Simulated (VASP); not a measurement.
# NaH: single point with r2SCAN

Crystal: NaH.

```
Na H
1.0
     0.00000    2.44000    2.44000
     2.44000    0.00000    2.44000
     2.44000    2.44000    0.00000
Na H
1 1
Direct
  0.98740 0.00137 0.00601
  0.50056 0.49842 0.50487
```

```json
{
 "Program": "VASP 6.6.1",
 "Task": "single point",
 "Functional": "r2SCAN",
 "Potentials or basis": "VASP PAW PBE potentials, release 64 (Na_pv, H)",
 "Cutoff": "520 eV",
 "k mesh": "7 × 7 × 7",
 "Occupations": "methfessel-paxton, width 0.01 eV",
 "Spin": "no spin polarisation"
}
```

| Item | Value |
| --- | --- |
| Pressure | -1.3 GPa |
| Largest force | 0.034 eV/Å |
| Band gap on the k mesh | 4.78 eV, indirect (least direct gap 5.38 eV) |

Forces in eV/Å, atoms in the order of the input:
```
Na  -0.008  0.026  0.021
H    0.008 -0.026 -0.021
```

Levels at points of the mesh, in eV from the valence-band top:
| k point | band 1 | band 2 | band 3 | band 4 | band 5 | band 6 | band 7 | band 8 | band 9 |
| --- | --- | --- | --- | --- | --- | --- | --- | --- | --- |
| (0.00, 0.00, 0.00) | -22.87 | -22.87 | -22.87 | -3.39 | 11.25 | 16.20 | 16.20 | 16.21 | 17.06 |

It took 3 min on 1 thread of Intel(R) Xeon(R) Platinum 8259CL CPU @ 2.50GHz (Skylake/Cascade Lake), with other jobs on the host, peak memory 0.19 GiB.

Caveat: the PAW data sets were made with another functional, which shifts forces and pressure a little. r2SCAN opens gaps a little over a GGA but as a rule still falls short of measured ones.
